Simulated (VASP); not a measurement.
# WC in VASP: notebook

Runs on WC. Level: r2SCAN. Tasks: single point.

Everything below comes from runs of VASP 6.6.1. Logs are shortened: lines on timing, memory, paths and dates and some standing lists are left out, and cuts for length are marked.

## (1) The cell of the first run

The cell holds a slab with vacuum, 16 atoms: a = 5.699 Å, b = 5.699 Å, c = 17.197 Å, α = 90.00°, β = 90.00°, γ = 120.00°.

## (2) Single point, r2SCAN

POSCAR

```
WC
1.0
    5.6991000000      0.0000000000      0.0000000000
   -2.8495500000      4.9355650000      0.0000000000
    0.0000000000      0.0000000000     17.1973150000
W C
8 8
Direct
    0.0000000000      0.0000000000      0.0581486122
    0.0178987988      0.0124605795      0.2242210485
   -0.0000026138      0.5000035457      0.0581486122
   -0.0171299551      0.5060008327      0.2188713761
    0.4999912267      0.0000000000      0.0581486122
    0.4900760448      0.0109815188      0.2329258957
    0.5000061595      0.5000035457      0.0581486122
    0.4775162713      0.4730967984      0.2252270195
    0.3310536028      0.1859969426      0.1297644429
    0.3345360028      0.1734147965      0.2993606851
    0.3057471082      0.6651518114      0.1351024855
    0.3220736034      0.6579388581      0.2783574064
    0.8143608556      0.1919334463      0.1285898409
    0.9000835220      0.1972823780      0.2917025129
    0.8421633279      0.7058563711      0.1387309589
    0.8138986636      0.6810162565      0.2944878314
```

INCAR.step1

```
ALGO = Normal
EDIFF = 1E-4
ENCUT = 520
GGA = PE
ISMEAR = -1
LASPH = T
LCHARG = F
LREAL = Auto
LWAVE = T
NBANDS = 86
NELM = 80
PREC = Accurate
SIGMA = 0.1
```

INCAR.step2

```
ALGO = Normal
EDIFF = 1E-7
ENCUT = 520
ISIF = 2
ISMEAR = -1
ISTART = 1
LASPH = T
LCHARG = T
LELF = T
LMIXTAU = T
LREAL = Auto
LVHAR = T
LWAVE = F
METAGGA = R2SCAN
NBANDS = 86
NELM = 80
PREC = Accurate
SIGMA = 0.1
```

KPOINTS

```
k-points
0
Gamma
  2 2 1
```

Potentials or basis: VASP PAW PBE potentials, release 64 (W_sv, C).

Started as:

```console
$ cat potpaw_PBE.64/W_sv/POTCAR potpaw_PBE.64/C/POTCAR > POTCAR
$ cp INCAR.step1 INCAR
$ mpirun -np 1 vasp_std > vasp.out
$ cp INCAR.step2 INCAR
$ mpirun -np 1 vasp_std > vasp.out
```

OUTCAR:

```text
EDIFF = 1E-7
   ENCUT = 520
   ISIF = 2
   ISMEAR = -1
   ISTART = 1
   LASPH = T
   LREAL = Auto
   METAGGA = R2SCAN
   NELM = 80
   PREC = Accurate

 ion  position               nearest neighbor table
   1  0.000  0.000  0.058-  15 2.01   9 2.05  13 2.22   5 2.85   7 2.85   3 2.85   3 2.85   7 2.85
                             5 2.85   2 2.86
   2  0.018  0.012  0.224-  14 1.90  10 2.03  16 2.05  15 2.11   9 2.24  13 2.51   8 2.62   6 2.70
                             4 2.79   1 2.86   4 2.92   6 3.01   8 3.08
   3  1.000  0.500  0.058-  13 1.95  11 2.01  15 2.27   4 2.77   7 2.85   5 2.85   1 2.85   1 2.85
                             5 2.85   7 2.85
   4  0.983  0.506  0.219-  12 1.96  14 2.01  16 2.14  11 2.15  15 2.18  13 2.19   3 2.77   8 2.79
                             2 2.79   6 2.83   6 2.89   2 2.92   8 2.92
   5  0.500  0.000  0.058-  13 1.98  11 2.12   9 2.14   1 2.85   3 2.85   7 2.85   7 2.85   3 2.85
                             1 2.85   6 3.01
   6  0.490  0.011  0.233-  12 1.91  10 1.94  14 2.26  11 2.40  13 2.41   9 2.42   8 2.67   2 2.70
                             4 2.83   4 2.89   5 3.01   2 3.01   8 3.03
   7  0.500  0.500  0.058-   9 1.98  15 2.19  11 2.21   3 2.85   1 2.85   5 2.85   5 2.85   1 2.85
                             3 2.85   8 2.88
   8  0.478  0.473  0.225-  12 1.91  10 1.95  16 2.06   9 2.17  15 2.35  11 2.37   2 2.62   6 2.67
                             4 2.79   7 2.88   4 2.92   6 3.03   2 3.08
   9  0.331  0.186  0.130-   7 1.98   1 2.05   5 2.14   8 2.17   2 2.24   6 2.42
  10  0.335  0.173  0.299-   6 1.94   8 1.95   2 2.03
  11  0.306  0.665  0.135-   3 2.01   5 2.12   4 2.15   7 2.21   8 2.37   6 2.40
  12  0.322  0.658  0.278-   6 1.91   8 1.91   4 1.96
  13  0.814  0.192  0.129-   3 1.95   5 1.98   4 2.19   1 2.22   6 2.41   2 2.51
  14  0.900  0.197  0.292-   2 1.90   4 2.01   6 2.26
  15  0.842  0.706  0.139-   1 2.01   2 2.11   4 2.18   7 2.19   3 2.27   8 2.35
  16  0.814  0.681  0.294-   2 2.05   8 2.06   4 2.14

  LATTYP: Found a hexagonal cell.
 ALAT       =     5.6991000000
 C/A-ratio  =     3.0175492622

  Lattice vectors:

 A1 = (   5.6991000000,   0.0000000000,   0.0000000000)
 A2 = (  -2.8495500000,   4.9355650000,   0.0000000000)
 A3 = (   0.0000000000,   0.0000000000,  17.1973150000)

Analysis of symmetry for initial positions (statically):
=====================================================================
 Subroutine PRICEL returns:
 Original cell was already a primitive cell.

 Routine SETGRP: Setting up the symmetry group for a
 hexagonal supercell.

 Subroutine GETGRP returns: Found  1 space group operations
 (whereof  1 operations were pure point group operations)
 out of a pool of 24 trial point group operations.

[... 128 lines left out ...]
   ISYM   =      2    0-nonsym 1-usesym 2-fastsym
   POTIM  = 0.5000    time-step for ionic-motion
   TEBEG  =    0.0;   TEEND  =   0.0 temperature during run
   PSTRESS=    0.0 pullay stress
   NELECT =     144.0000    total number of electrons
   NUPDOWN=      -1.0000    fix difference up-down
   EMIN   =  10.00;   EMAX   =-10.00  energy-range for DOS
   EFERMI =   0.00;   METHOD = LEGACY
   ISMEAR =    -1;   SIGMA  =   0.10  broadening in eV -4-tet -1-fermi 0-gaus
   EFERMI_NEDOS =   21; number of points for ismear=-14 and -15
   IALGO  =     38    algorithm
   IMIX   =      4    mixing-type and parameters
     AMIX     =   0.40;   BMIX     =  1.00
     AMIX_MAG =   1.60;   BMIX_MAG =  1.00
  volume/ion in A,a.u.               =      30.23       204.02
  Fermi-wavevector in a.u.,A,eV,Ry     =   1.093103  2.065665 16.257248  1.194874
  Thomas-Fermi vector in A             =   2.229382
   LORBIT       =      0    0 simple, 1 ext, 2 COOP (PROOUT), +10 PAW based schemes
   METAGGA = R2SCAN    functional components
   LHFCALC =     F    Hartree Fock is set to
   AEXX    =    0.0000 exact exchange contribution
   IVDW    =     0    specifies the selected vdW correction
   LEPSILON=     F    determine dielectric tensor
   LRPA    =     F    only Hartree local field effects (RPA)
 non-spin polarized calculation
  energy-cutoff  :      520.00
  volume of cell :      483.73
 maximum number of plane-waves:     13035
   NGX = 21   NGY = 21   NGZ = 63

 number of electron     144.0000003 magnetization

 Free energy of the ion-electron system (eV)
  ---------------------------------------------------
  ext. energy  EPLUGINS =         0.00000000
  ---------------------------------------------------
  free energy    TOTEN  =      -471.69628725 eV

  energy without entropy =     -471.46336121  energy(sigma->0) =     -471.57982423

 E-fermi :   0.2276     XC(G=0):  -6.0785

 val. band max:        0.1999266290   @ k =   0.0000   0.0000   0.0000
 cond. band min:       0.3350592933   @ k =   0.0000   0.0000   0.0000
 fundamental gap:      0.1351326643
 Fermi energy:         0.2276153795

 k-point     1 :       0.0000    0.0000    0.0000
  band No.  band energies     occupation
      1     -75.6827      2.00000
      2     -75.6557      2.00000
      3     -75.6143      2.00000
      4     -75.5934      2.00000
      5     -75.5418      2.00000
      6     -75.4485      2.00000
[... 337 lines left out ...]
     83       2.4800      0.00000
     84       2.6021      0.00000
 [bands above 84 left out]

------------------------ aborting loop because EDIFF is reached ----------------------------------------

  FORCE on cell =-STRESS in cart. coord.  units (eV):
  Direction    XX          YY          ZZ          XY          YZ          ZX
  --------------------------------------------------------------------------------------
  -------------------------------------------------------------------------------------
  Total       23.4939958     32.7263897      8.9418421      1.4175950     -3.2983078      2.5651982
  in kB       77.8150622    108.3939094     29.6165032      4.6952525    -10.9244093      8.4962583
  external PRESSURE =      71.9418249 kB  Pullay stress =       0.0000000 kB

 VOLUME and BASIS-vectors are now :
 -----------------------------------------------------------------------------
  energy-cutoff  :      520.00
  volume of cell :      483.73
      direct lattice vectors                 reciprocal lattice vectors
     5.699100000  0.000000000  0.000000000     0.175466302  0.101305524  0.000000000
    -2.849550000  4.935565000  0.000000000     0.000000000  0.202611049  0.000000000
     0.000000000  0.000000000 17.197315000     0.000000000  0.000000000  0.058148612

 POSITION                                       TOTAL-FORCE (eV/Angst)
 -----------------------------------------------------------------------------------
      0.00000      0.00000      1.00000        -0.920760      0.678697     -0.999121
      0.06650      0.06150      3.85600        -2.972878     -2.438880      0.863253
      4.27430      2.46780      1.00000        -1.078461      1.646610     -2.585699
      4.15960      2.49740      3.76400         0.085601     -0.025406      3.217029
      2.84950      0.00000      1.00000        -1.006868     -0.238863     -0.580520
      2.76170      0.05420      4.00570         2.926379     -0.462956     -2.606366
[... 8 lines left out ...]
      2.78820      3.48380      2.38580        -0.372871     -2.771956     -1.231859
      2.69790      3.36120      5.06440         0.943292     -0.595636     -1.701026
 -----------------------------------------------------------------------------------
    total drift:                                0.006413      0.013031      0.008008

  FREE ENERGIE OF THE ION-ELECTRON SYSTEM (eV)
  ---------------------------------------------------
  free  energy   TOTEN  =      -471.6962872535 eV

  energy  without entropy=     -471.4633612135  energy(sigma->0) =     -471.57982423
```

OSZICAR.step1:

```text
N       E                     dE             d eps       ncg     rms          rms(c)
DAV:   1     0.172130119874E+04    0.17213E+04   -0.84799E+04   832   0.158E+03
DAV:   2    -0.774486558746E+02   -0.17987E+04   -0.17596E+04   808   0.477E+02
DAV:   3    -0.180249280803E+03   -0.10280E+03   -0.99692E+02   816   0.113E+02
[... 16 lines left out ...]
DAV:  20    -0.159238459891E+03   -0.17961E-03   -0.72682E-05   454   0.464E-02    0.155E-02
DAV:  21    -0.159238727567E+03   -0.26768E-03   -0.52862E-05   484   0.258E-02    0.985E-03
DAV:  22    -0.159239010199E+03   -0.28263E-03   -0.16185E-05   404   0.159E-02    0.624E-03
DAV:  23    -0.159239272806E+03   -0.26261E-03   -0.14756E-05   440   0.125E-02    0.388E-03
DAV:  24    -0.159239360619E+03   -0.87813E-04   -0.49593E-06   380   0.937E-03
   1 F= -.15923936E+03 E0= -.15912557E+03  d E =-.227581E+00
```

Wall time 15 min (1 thread of AMD EPYC 9R45 (Zen 5), shared host); peak memory 0.57 GiB.

What came out:

```yaml
Free_energy: -471.6963 eV
Largest_force: 5.655 eV/Å
Band_gap_on_the_k_mesh: zero (bands 72 and 73 overlap by 0.54 eV)
```

Forces on the atoms (eV/Å):
```
W   -0.921  0.679 -0.999
W   -2.973 -2.439  0.863
W   -1.078  1.647 -2.586
W    0.086 -0.025  3.217
W   -1.007 -0.239 -0.581
W    2.926 -0.463 -2.606
W   -0.693  1.643 -0.356
W    1.585  5.411 -0.439
C    0.797 -1.594  1.195
C    0.623 -0.504  0.174
C    1.840  0.798 -0.286
C   -0.153  0.663  3.069
C    1.725 -1.858  2.505
C   -3.328 -0.351 -0.238
C   -0.373 -2.772 -1.232
C    0.943 -0.596 -1.701
```

Caveat: the k points lie up to 0.64 Å⁻¹ apart, too coarse for converged energies and pressures of a metal; the atoms stand as in a frame of molecular dynamics; the PAW data sets were made with another functional, which shifts forces and pressure a little; spin-orbit coupling is left out, which moves the levels of the heavy elements.

## (3) Single point, r2SCAN

POSCAR

```
WC
1.0
    5.6991000000      0.0000000000      0.0000000000
   -2.8495500000      4.9355650000      0.0000000000
    0.0000000000      0.0000000000     17.1973150000
W C
8 8
Direct
    0.0000000000      0.0000000000      0.0581486122
    0.0091209105      0.0037483044      0.2203192766
   -0.0000026138      0.5000035457      0.0581486122
   -0.0259481707      0.4977343019      0.2212147652
    0.4999912267      0.0000000000      0.0581486122
    0.5053865422      0.0339170895      0.2326700418
    0.5000061595      0.5000035457      0.0581486122
    0.4597072356      0.4825384733      0.2255468368
    0.3312870191      0.1748128127      0.1386728103
    0.3215073375      0.1726246134      0.2921735166
    0.3387741827      0.6914102033      0.1355037109
    0.3359474639      0.7086726646      0.3020878550
    0.8444953602      0.1468524880      0.1330789138
    0.8791738479      0.1950131343      0.2899231653
    0.8080642545      0.6514147823      0.1266244178
    0.8202260564      0.6513134768      0.2789795965
```

INCAR.step1

```
PREC = Accurate ; ENCUT = 520
ISMEAR = -1 ; SIGMA = 0.1
LREAL = Auto ; LASPH = True
NELM = 60 ; NBANDS = 86
GGA = PE ; ALGO = Normal
EDIFF = 1E-4 ; LWAVE = True
LCHARG = False
```

INCAR.step2

```
PREC = Accurate ; ENCUT = 520
EDIFF = 1E-7 ; ISMEAR = -1
SIGMA = 0.1 ; LREAL = Auto
LASPH = True ; NELM = 60
ALGO = Normal ; ISIF = 2
LWAVE = False ; LCHARG = False
METAGGA = R2SCAN ; LMIXTAU = True
NBANDS = 86 ; ISTART = 1
```

KPOINTS

```
Automatic mesh
0
Gamma
  2 2 1
```

Potentials or basis: VASP PAW PBE potentials, release 64 (W_sv, C).

Started as:

```console
$ cat potpaw_PBE.64/W_sv/POTCAR potpaw_PBE.64/C/POTCAR > POTCAR
$ cp INCAR.step1 INCAR
$ mpirun -np 1 vasp_std > vasp.out
$ cp INCAR.step2 INCAR
$ mpirun -np 1 vasp_std > vasp.out
```

Run time: 14 min. Hardware: 1 thread of AMD EPYC 9R45 (Zen 5), shared host; peak memory 0.57 GiB.

It converged, with:

| Item | Value |
| --- | --- |
| Free energy | -471.7316 eV |
| Largest force | 6.473 eV/Å |
| Band gap on the k mesh | zero (bands 72 and 73 overlap by 0.68 eV) |

Forces in eV/Å, atoms in the order of the input:
```
W    0.541 -0.208 -1.848
W   -3.651 -2.335  1.835
W    0.481 -0.121 -0.915
W    5.006  1.268 -0.191
W    0.127  0.448  0.509
W    2.567 -5.499 -2.252
W   -2.018 -0.450 -1.439
W    1.487  6.183  0.842
C    0.659 -0.556 -1.716
C   -0.832  0.228  2.203
C   -0.381 -1.704  0.387
C    0.438 -1.099 -2.673
C   -2.545  1.934  0.170
C   -1.025 -0.918  0.353
C    1.670  0.986  2.065
C   -2.522  1.842  2.671
```

Levels at points of the mesh, in eV from the Fermi level:
```
           k point  band 69  band 70  band 71  band 72  band 73  band 74  band 75  band 76
(0.00, 0.00, 0.00)     0.02     0.08     0.14     0.31     0.47     1.04     1.19     1.61
(0.50, 0.00, 0.00)    -1.32    -1.23    -0.64    -0.53    -0.37    -0.25     1.10     1.19
(0.00, 0.50, 0.00)    -1.25    -1.06    -0.83    -0.64     0.12     0.25     0.86     1.22
(0.50, 0.50, 0.00)    -1.38    -0.93    -0.72    -0.53    -0.12     0.35     1.17     1.18
```

Caveat: the k points lie up to 0.64 Å⁻¹ apart, too coarse for converged energies and pressures of a metal; the atoms stand as in a frame of molecular dynamics; the PAW data sets were made with another functional, which shifts forces and pressure a little; spin-orbit coupling is left out, which moves the levels of the heavy elements.
